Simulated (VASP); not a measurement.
# Si in VASP: notebook, part 2 of 2

VASP 6.6.1. Earlier steps stand in the parts before.

## 4. Single point, HSE06 (uniaxial x strain -1.0%)

File POSCAR:

```
Si
1.0
    0.0000000000      2.7221197381      2.7221197381
    2.6946263287      0.0000000000      2.7221197381
    2.6946263287      2.7221197381      0.0000000000
Si
2
Direct
    0.2500000000      0.2500000000      0.2500000000
    0.0000000000      0.0000000000      0.0000000000
```

File INCAR.step1:

```
PREC = Accurate
ENCUT = 520
EDIFF = 1E-5
ISMEAR = 0
SIGMA = 0.01
LREAL = F
LASPH = T
NELM = 60
ALGO = Normal
ISIF = 2
LWAVE = T
LCHARG = F
NBANDS = 11
GGA = PE
```

File INCAR.step2:

```
PREC = Accurate
ENCUT = 520
EDIFF = 1E-6
ISMEAR = 0
SIGMA = 0.01
LREAL = F
LASPH = T
NELM = 60
ALGO = Normal
ISIF = 2
LWAVE = F
LCHARG = F
GGA = PE
LHFCALC = T
HFSCREEN = 0.2079
PRECFOCK = Normal
NBANDS = 11
ISTART = 1
```

File KPOINTS:

```
regular mesh
0
Gamma
  6 6 6
```

Potentials or basis: VASP PAW PBE potentials, release 64 (Si).

Command:

```sh
$ cat potpaw_PBE.64/Si/POTCAR > POTCAR
$ cp INCAR.step1 INCAR
$ mpirun -np 1 vasp_std > vasp.out
$ cp INCAR.step2 INCAR
$ mpirun -np 1 vasp_std > vasp.out
```

OUTCAR:

```text
PREC = Accurate
   ENCUT = 520
   EDIFF = 1E-6
   ISMEAR = 0
   LREAL = F
   LASPH = T
   NELM = 60
   ISIF = 2
   GGA = PE
   LHFCALC = T
   HFSCREEN = 0.2079
   PRECFOCK = Normal
   ISTART = 1

 ion  position               nearest neighbor table
   1  0.250  0.250  0.250-   2 2.35   2 2.35   2 2.35   2 2.35
   2  0.000  0.000  0.000-   1 2.35   1 2.35   1 2.35   1 2.35

  LATTYP: Found a body centered tetragonal cell.
[... 527 lines left out ...]
      3       1.1105      2.00000
      4       2.5063      2.00000
      5       9.6516      0.00000
      6       9.9894      0.00000
      7      12.6500      0.00000
      8      13.1781      0.00000
      9      14.0909      0.00000
     10      17.8213      0.00000
     11      18.6678      0.00000

 [... further k-points ...]
[... 5 lines left out ...]
  --------------------------------------------------------------------------------------
  -------------------------------------------------------------------------------------
  Total        0.2956965      0.0291231      0.0291231      0.0000000      0.0000000      0.0000000
  in kB       11.8635273      1.1684356      1.1684356      0.0000000      0.0000000      0.0000000
  external PRESSURE =       4.7334662 kB  Pullay stress =       0.0000000 kB

 VOLUME and BASIS-vectors are now :
 -----------------------------------------------------------------------------
  energy-cutoff  :      520.00
  volume of cell :       39.93
      direct lattice vectors                 reciprocal lattice vectors
     0.000000000  2.722119738  2.722119738    -0.185554485  0.183680384  0.183680384
     2.694626329  0.000000000  2.722119738     0.185554485 -0.183680384  0.183680384
     2.694626329  2.722119738  0.000000000     0.185554485  0.183680384 -0.183680384

 POSITION                                       TOTAL-FORCE (eV/Angst)
 -----------------------------------------------------------------------------------
      1.34731      1.36106      1.36106        -0.000000     -0.000000      0.000000
      0.00000      0.00000      0.00000         0.000000      0.000000      0.000000
 -----------------------------------------------------------------------------------
    total drift:                               -0.000000      0.000000      0.000000

  FREE ENERGIE OF THE ION-ELECTRON SYSTEM (eV)
  ---------------------------------------------------
  free  energy   TOTEN  =       -12.5318002106 eV

  energy  without entropy=      -12.5318002106  energy(sigma->0) =      -12.53180021
```

OUTCAR.step1:

```text
PREC = Accurate
   ENCUT = 520
   EDIFF = 1E-5
   ISMEAR = 0
   LREAL = F
   LASPH = T
[... 560 lines left out ...]
 -----------------------------------------------------------------------------------
      1.34731      1.36106      1.36106        -0.000000      0.000000      0.000000
      0.00000      0.00000      0.00000         0.000000     -0.000000     -0.000000
 -----------------------------------------------------------------------------------
    total drift:                               -0.000000     -0.000000     -0.000000

  FREE ENERGIE OF THE ION-ELECTRON SYSTEM (eV)
  ---------------------------------------------------
  free  energy   TOTEN  =       -10.8186587151 eV

  energy  without entropy=      -10.8186587151  energy(sigma->0) =      -10.81865872
```

OSZICAR.step1:

```text
N       E                     dE             d eps       ncg     rms          rms(c)
DAV:   1     0.674116185006E+01    0.67412E+01   -0.32662E+03   660   0.569E+02
DAV:   2    -0.104546140590E+02   -0.17196E+02   -0.16148E+02   884   0.831E+01
DAV:   3    -0.110002058106E+02   -0.54559E+00   -0.54432E+00   864   0.126E+01
DAV:   4    -0.110043600208E+02   -0.41542E-02   -0.41537E-02   798   0.139E+00
DAV:   5    -0.110044009406E+02   -0.40920E-04   -0.40919E-04   862   0.127E-01    0.491E+00
DAV:   6    -0.108757197878E+02    0.12868E+00   -0.72954E-02   747   0.111E+00    0.300E+00
DAV:   7    -0.108170815252E+02    0.58638E-01   -0.14069E-01   759   0.166E+00    0.188E-01
DAV:   8    -0.108184164608E+02   -0.13349E-02   -0.61578E-03   759   0.424E-01    0.820E-02
DAV:   9    -0.108186320296E+02   -0.21557E-03   -0.20538E-04   838   0.875E-02    0.601E-02
DAV:  10    -0.108186580512E+02   -0.26022E-04   -0.22115E-05   761   0.272E-02    0.566E-03
DAV:  11    -0.108186587151E+02   -0.66388E-06   -0.21407E-06   508   0.775E-03
   1 F= -.10818659E+02 E0= -.10818659E+02  d E =-.341685E-30
```

Wall time 12 min (1 thread of Intel Xeon Platinum 8488C (Sapphire Rapids), shared host); peak memory 0.27 GiB.

Results:

```
Free energy            : -12.5318 eV
Pressure               : 0.5 GPa
Band gap on the k mesh : 1.18 eV (least direct gap 3.25 eV)
```

Caveat: the cell differs from its parent crystal (uniaxial x strain -1.0%); the PAW data sets were made with another functional, which shifts forces and pressure a little.

## 5. The runs side by side

| level | cell | k mesh | smearing | grid for exact exchange (PRECFOCK) | share of exact exchange | screening parameter | gap on the mesh (eV) | pressure (GPa) |
| --- | --- | --- | --- | --- | --- | --- | --- | --- |
| PBE | a = 3.850, b = 3.850, c = 3.795 Å, angles 60.5, 60.5, 60.9°, 2 atoms, shear xy strain -2.9% | 8 × 8 × 8 | fermi-dirac 0.02 eV | - | - | - | 0.39 | 1.3 |
| r2SCAN | a = 3.850, b = 3.850, c = 3.795 Å, angles 60.5, 60.5, 60.9°, 2 atoms, shear xy strain -2.9% | 8 × 8 × 8 | gaussian 0.01 eV | - | - | - | 0.58 | -0.2 |
| HSE06 | a = 3.850, b = 3.830, c = 3.830 Å, angles 60.3, 59.8, 59.8°, 2 atoms, uniaxial x strain -1.0% | 6 × 6 × 6 | gaussian 0.01 eV | Normal | 0.25 | 0.2079 1/Å | 1.18 | 0.5 |

Alike in all rows: task single point; potentials or basis VASP PAW PBE potentials, release 64 (Si); no spin polarisation; cutoff (eV) 520.

Caveats: the PAW data sets were made with another functional, which shifts forces and pressure a little (at least some runs).

Absolute energies hang on the potentials; compare differences alone.
